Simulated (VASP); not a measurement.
# ZrH2 (Fm-3m) in VASP: electric field gradients with r2SCAN

Aim: the electric field gradients of ZrH2 with r2SCAN.

Program: VASP 6.6.1. These are calculated values, not measurements. Logs are shortened: lines on timing, memory, paths and dates and some standing lists are left out, and cuts for length are marked.

### 1 The cell of the first run

Symmetry: Fm-3m, No. 225, cubic system. The conventional cell has a = 4.818 Å, b = 4.818 Å, c = 4.818 Å, α = 90.00°, β = 90.00°, γ = 90.00°. Within 2.8 Å of Zr (site symmetry m-3m) lie 8 H at 2.09 Å. H (site symmetry -43m) has 4 Zr at 2.09 Å and 6 H at 2.41 Å within 2.8 Å.

### 2 Electric field gradients, r2SCAN

POSCAR reads:

```
ZrH2
1.0
    0.0000000000      2.4092250000      2.4092250000
    2.4092250000      0.0000000000      2.4092250000
    2.4092250000      2.4092250000      0.0000000000
Zr H
1 2
Direct
    0.0000000000      0.0000000000      0.0000000000
    0.7500000000      0.7500000000      0.7500000000
    0.2500000000      0.2500000000      0.2500000000
```

INCAR.step1 reads:

```
SYSTEM = ZrH2
PREC = Accurate
ENCUT = 440
ISMEAR = -1
SIGMA = 0.03
LREAL = .False.
LASPH = .True.
NELM = 120
NBANDS = 14
GGA = PE
ALGO = Normal
EDIFF = 1E-5
LWAVE = .True.
LCHARG = .False.
GGA_COMPAT = .False.
```

INCAR.step2 reads:

```
SYSTEM = ZrH2
PREC = Accurate
ENCUT = 440
EDIFF = 1E-8
ISMEAR = -1
SIGMA = 0.03
LREAL = .False.
LASPH = .True.
NELM = 120
ALGO = Normal
ISIF = 2
LWAVE = .False.
LCHARG = .False.
METAGGA = R2SCAN
LMIXTAU = .True.
LEFG = .True.
NBANDS = 14
ISTART = 1
GGA_COMPAT = .False.
```

KPOINTS reads:

```
Automatic mesh
0
Gamma
  12 12 12
  0 0 0
```

Potentials or basis: VASP PAW PBE potentials, release 64 (Zr_sv, H).

On the command line:

```bash
cat potpaw_PBE.64/Zr_sv/POTCAR potpaw_PBE.64/H/POTCAR > POTCAR
cp INCAR.step1 INCAR
mpirun -np 1 vasp_std > vasp.out
cp INCAR.step2 INCAR
mpirun -np 1 vasp_std > vasp.out
```

OUTCAR:

```text
SYSTEM = ZrH2
   PREC = Accurate
   ENCUT = 440
   EDIFF = 1E-8
   ISMEAR = -1
   LREAL = .False.
   LASPH = .True.
   NELM = 120
   ISIF = 2
   METAGGA = R2SCAN
   ISTART = 1

 ion  position               nearest neighbor table
   1  0.000  0.000  0.000-   2 2.09   2 2.09   2 2.09   2 2.09   3 2.09   3 2.09   3 2.09   3 2.09

   2  0.750  0.750  0.750-   1 2.09   1 2.09   1 2.09   1 2.09
   3  0.250  0.250  0.250-   1 2.09   1 2.09   1 2.09   1 2.09

  LATTYP: Found a face centered cubic cell.
 ALAT       =     4.8184500000

  Lattice vectors:

 A1 = (   0.0000000000,   2.4092250000,   2.4092250000)
 A2 = (   2.4092250000,   0.0000000000,   2.4092250000)
 A3 = (   2.4092250000,   2.4092250000,   0.0000000000)

Analysis of symmetry for initial positions (statically):
=====================================================================
 Subroutine PRICEL returns:
 Original cell was already a primitive cell.

 Routine SETGRP: Setting up the symmetry group for a
 face centered cubic supercell.

 Subroutine GETGRP returns: Found 48 space group operations
 (whereof 48 operations were pure point group operations)
 out of a pool of 48 trial point group operations.

The static configuration has the point symmetry O_h .

Analysis of symmetry for dynamics (positions and initial velocities):
=====================================================================
 Subroutine PRICEL returns:
 Original cell was already a primitive cell.

 Routine SETGRP: Setting up the symmetry group for a
 face centered cubic supercell.

 Subroutine GETGRP returns: Found 48 space group operations
 (whereof 48 operations were pure point group operations)
 out of a pool of 48 trial point group operations.

The dynamic configuration has the point symmetry O_h .

 Subroutine INISYM returns: Found 48 space group operations
 (whereof 48 operations are pure point group operations),
 and found     1 'primitive' translations

----------------------------------------------------------------------------------------

                                     Primitive cell

  volume of cell :      27.9680

  direct lattice vectors                    reciprocal lattice vectors
     0.000000000  2.409225000  2.409225000    -0.207535618  0.207535618  0.207535618
     2.409225000  0.000000000  2.409225000     0.207535618 -0.207535618  0.207535618
     2.409225000  2.409225000  0.000000000     0.207535618  0.207535618 -0.207535618

  length of vectors
     3.407158670  3.407158670  3.407158670     0.359462235  0.359462235  0.359462235

  position of ions in fractional coordinates (direct lattice)
     0.000000000  0.000000000  0.000000000
     0.750000000  0.750000000  0.750000000
     0.250000000  0.250000000  0.250000000

  ion indices of the primitive-cell ions
   primitive index   ion index
                 1           1
                 2           2
                 3           3

----------------------------------------------------------------------------------------

 KPOINTS: Automatic mesh

Automatic generation of k-mesh.
 Grid dimensions read from file:
 generate k-points for:   12   12   12

 Generating k-lattice:

  Cartesian coordinates                     Fractional coordinates (reciprocal lattice)
    -0.017294635  0.017294635  0.017294635     0.083333333  0.000000000  0.000000000
     0.017294635 -0.017294635  0.017294635     0.000000000  0.083333333  0.000000000
     0.017294635  0.017294635 -0.017294635     0.000000000  0.000000000  0.083333333

  Length of vectors
     0.029955186  0.029955186  0.029955186

  Shift w.r.t. Gamma in fractional coordinates (k-lattice)
     0.000000000  0.000000000  0.000000000

 Subroutine IBZKPT returns following result:
 ===========================================

 Found     72 irreducible k-points:

 Following reciprocal coordinates:
            Coordinates               Weight
  0.000000  0.000000  0.000000      1.000000
  0.083333  0.000000  0.000000      8.000000
  0.166667  0.000000  0.000000      8.000000
  0.250000  0.000000  0.000000      8.000000
  0.333333  0.000000  0.000000      8.000000
  0.416667  0.000000  0.000000      8.000000
[... 16 lines left out ...]
  0.500000  0.166667  0.000000     24.000000
 -0.416667  0.166667  0.000000     24.000000
 [... further k-points ...]
   k-points           NKPTS =     72   k-points in BZ     NKDIM =     72   number of bands    NBANDS=     14
   number of dos      NEDOS =    301   number of ions     NIONS =      3
   total plane-waves  NPLWV =  13824
   dimension x,y,z NGX =    24 NGY =   24 NGZ =   24
   dimension x,y,z NGXF=    48 NGYF=   48 NGZF=   48
   ions per type =               1   2
   NGX,Y,Z   is equivalent  to a cutoff of  11.71, 11.71, 11.71 a.u.
   NGXF,Y,Z  is equivalent  to a cutoff of  23.42, 23.42, 23.42 a.u.
 SYSTEM =  ZrH2
   PREC   = accura    normal or accurate (medium, high low for compatibility)
   ISTART =      1    job   : 0-new  1-cont  2-samecut
   ICHARG =      0    charge: 1-file 2-atom 10-const
   ISPIN  =      1    spin polarized calculation?
   LNONCOLLINEAR =      F non collinear calculations
   LSORBIT =      F    spin-orbit coupling
   LASPH  =      T    aspherical Exc in radial PAW
   ENCUT  =  440.0 eV  32.34 Ry    5.69 a.u.   5.83  5.83  5.83*2*pi/ulx,y,z
   NELM   =    120;   NELMIN=  2; NELMDL=  0     # of ELM steps
   EDIFF  = 0.1E-07   stopping-criterion for ELM
   LREAL  =      F    real-space projection
   EDIFFG = 0.1E-06   stopping-criterion for IOM
   NSW    =      0    number of steps for IOM
   IBRION =     -1    ionic relax: 0-MD 1-quasi-New 2-CG
   NFREE  =      0    steps in history (QN), initial steepest desc. (CG)
   ISIF   =      2    stress and relaxation
   ISYM   =      2    0-nonsym 1-usesym 2-fastsym
   POTIM  = 0.5000    time-step for ionic-motion
   TEBEG  =    0.0;   TEEND  =   0.0 temperature during run
   PSTRESS=    0.0 pullay stress
   NELECT =      14.0000    total number of electrons
   NUPDOWN=      -1.0000    fix difference up-down
   EMIN   =  10.00;   EMAX   =-10.00  energy-range for DOS
   EFERMI =   0.00;   METHOD = LEGACY
   ISMEAR =    -1;   SIGMA  =   0.03  broadening in eV -4-tet -1-fermi 0-gaus
   EFERMI_NEDOS =   21; number of points for ismear=-14 and -15
   IALGO  =     38    algorithm
   IMIX   =      4    mixing-type and parameters
     AMIX     =   0.40;   BMIX     =  1.00
     AMIX_MAG =   1.60;   BMIX_MAG =  1.00
  volume/ion in A,a.u.               =       9.32        62.91
  Fermi-wavevector in a.u.,A,eV,Ry     =   1.299861  2.456381 22.988919  1.689638
  Thomas-Fermi vector in A             =   2.431097
   LORBIT       =      0    0 simple, 1 ext, 2 COOP (PROOUT), +10 PAW based schemes
   METAGGA = R2SCAN    functional components
   LHFCALC =     F    Hartree Fock is set to
   AEXX    =    0.0000 exact exchange contribution
   IVDW    =     0    specifies the selected vdW correction
   LEPSILON=     F    determine dielectric tensor
   LRPA    =     F    only Hartree local field effects (RPA)
 non-spin polarized calculation
  energy-cutoff  :      440.00
  volume of cell :       27.97
 maximum number of plane-waves:       604
   NGX = 11   NGY = 11   NGZ = 11

 number of electron      14.0000001 magnetization

 Free energy of the ion-electron system (eV)
  ---------------------------------------------------
  ext. energy  EPLUGINS =         0.00000000
  ---------------------------------------------------
  free energy    TOTEN  =       -31.54181535 eV

  energy without entropy =      -31.53674413  energy(sigma->0) =      -31.53927974

 E-fermi :   8.6106     XC(G=0): -11.8853

 val. band max:        8.6069120858   @ k =  -0.1667   0.0833   0.0000
 cond. band min:       8.6160285957   @ k =   0.1667   0.0833   0.0000
 fundamental gap:      0.0091165099
 Fermi energy:         8.6105534156

 k-point     1 :       0.0000    0.0000    0.0000
  band No.  band energies     occupation
      1     -42.5926      2.00000
      2     -19.6445      2.00000
      3     -19.6445      2.00000
      4     -19.6445      2.00000
      5      -1.7040      2.00000
      6       6.7234      2.00000
      7       8.2848      1.99996
      8       8.2848      1.99996
      9       8.2848      1.99996
     10      10.9119      0.00000
     11      10.9119      0.00000
     12      19.6598      0.00000
     13      21.3759      0.00000
     14      21.3759      0.00000

 k-point     2 :       0.0833    0.0000    0.0000
  band No.  band energies     occupation
      1     -42.5873      2.00000
      2     -19.6920      2.00000
      3     -19.6500      2.00000
      4     -19.6500      2.00000
      5      -1.5278      2.00000
      6       5.7914      2.00000
      7       8.3769      1.99917
      8       8.3769      1.99917
      9       9.4328      0.00000
     10      10.8222      0.00000
     11      10.8222      0.00000
     12      18.5059      0.00000
     13      21.7501      0.00000
     14      21.7501      0.00000

 k-point     3 :       0.1667    0.0000    0.0000
  band No.  band energies     occupation
      1     -42.5728      2.00000
      2     -19.8198      2.00000
      3     -19.6649      2.00000
      4     -19.6649      2.00000
      5      -1.0380      2.00000
      6       4.6263      2.00000
      7       8.5829      1.43112
      8       8.5829      1.43112
      9      10.6831      0.00000
     10      10.6831      0.00000
     11      11.1775      0.00000
     12      17.1754      0.00000
     13      22.7823      0.00000
     14      22.7823      0.00000
[... 324 lines left out ...]
 k-point    23 :       0.5000    0.1667    0.0000
  band No.  band energies     occupation
      1     -42.5065      2.00000
      2     -20.2468      2.00000
      3     -19.8302      2.00000
      4     -19.7598      2.00000
      5       1.1221      2.00000
      6       3.0463      2.00000
      7       7.3582      2.00000
      8       9.0272      0.00000
      9      12.1485      0.00000
     10      12.3157      0.00000
     11      14.9917      0.00000
     12      15.3705      0.00000
     13      18.0384      0.00000
     14      19.9036      0.00000

 k-point    24 :      -0.4167    0.1667    0.0000
  band No.  band energies     occupation
      1     -42.5051      2.00000
      2     -20.2511      2.00000
      3     -19.8520      2.00000
      4     -19.7476      2.00000
      5       1.1291      2.00000
      6       3.1128      2.00000
      7       7.3883      2.00000
      8       8.9807      0.00001
      9      11.8135      0.00000
     10      12.7689      0.00000
     11      14.7424      0.00000
     12      15.4950      0.00000
     13      17.6282      0.00000
     14      20.6794      0.00000

 [... further k-points ...]
[... 5 lines left out ...]
  --------------------------------------------------------------------------------------
  -------------------------------------------------------------------------------------
  Total       -0.3394522     -0.3394522     -0.3394522      0.0000000     -0.0000000      0.0000000
  in kB      -19.4458561    -19.4458561    -19.4458561      0.0000000     -0.0000000      0.0000000
  external PRESSURE =     -19.4458561 kB  Pullay stress =       0.0000000 kB

 VOLUME and BASIS-vectors are now :
 -----------------------------------------------------------------------------
  energy-cutoff  :      440.00
  volume of cell :       27.97
      direct lattice vectors                 reciprocal lattice vectors
     0.000000000  2.409225000  2.409225000    -0.207535618  0.207535618  0.207535618
     2.409225000  0.000000000  2.409225000     0.207535618 -0.207535618  0.207535618
     2.409225000  2.409225000  0.000000000     0.207535618  0.207535618 -0.207535618

 POSITION                                       TOTAL-FORCE (eV/Angst)
 -----------------------------------------------------------------------------------
      0.00000      0.00000      0.00000        -0.000000      0.000000      0.000000
      3.61384      3.61384      3.61384        -0.000000     -0.000000     -0.000000
      1.20461      1.20461      1.20461         0.000000      0.000000      0.000000
 -----------------------------------------------------------------------------------
    total drift:                               -0.000000      0.000000      0.000000

  FREE ENERGIE OF THE ION-ELECTRON SYSTEM (eV)
  ---------------------------------------------------
  free  energy   TOTEN  =       -31.5418153520 eV

  energy  without entropy=      -31.5367441332  energy(sigma->0) =      -31.53927974

 Electric field gradients (V/A^2)
---------------------------------------------------------------------
 ion       V_xx      V_yy      V_zz      V_xy      V_xz      V_yz
---------------------------------------------------------------------
   1      -0.000     0.000    -0.000     0.000     0.000     0.000
   2      -0.000    -0.000     0.000    -0.001    -0.001    -0.001
   3      -0.000    -0.000     0.000    -0.001    -0.001    -0.001
---------------------------------------------------------------------

 Electric field gradients after diagonalization (V/A^2)
 (convention: |V_zz| > |V_xx| > |V_yy|)
----------------------------------------------------------------------
 ion       V_xx      V_yy      V_zz     asymmetry (V_yy - V_xx)/ V_zz
----------------------------------------------------------------------
   1      -0.000    -0.000     0.000       0.000
   2       0.001     0.001    -0.003       0.000
   3       0.001     0.001    -0.003       0.000
----------------------------------------------------------------------

           NMR quadrupolar parameters

 Cq : quadrupolar parameter    Cq=e*Q*V_zz/h
 eta: asymmetry parameters     (V_yy - V_xx)/ V_zz
 Q  : nuclear electric quadrupole moment in mb (millibarn)
----------------------------------------------------------------------
 ion       Cq(MHz)       eta       Q (mb)
----------------------------------------------------------------------
   1       0.000       0.000       1.000
   2      -0.000       0.000       1.000
   3      -0.000       0.000       1.000
----------------------------------------------------------------------
```

Run time: 39 s. Hardware: 1 thread of Intel Xeon 6975P-C (Granite Rapids), shared host; peak memory 0.15 GiB.

Results:

| Property | Result |
| --- | --- |
| Free energy | -31.5418 eV |
| Pressure | -1.9 GPa |
| Band gap on the k mesh | zero (band 7 reaches 8.87 eV, above the bottom of band 8 at 8.28 eV) |

Caveat: without QUAD_EFG the Cq values of the log hold for a quadrupole moment of 1 mb, not for the nuclei; the PAW data sets were made with another functional, which shifts forces and pressure a little.
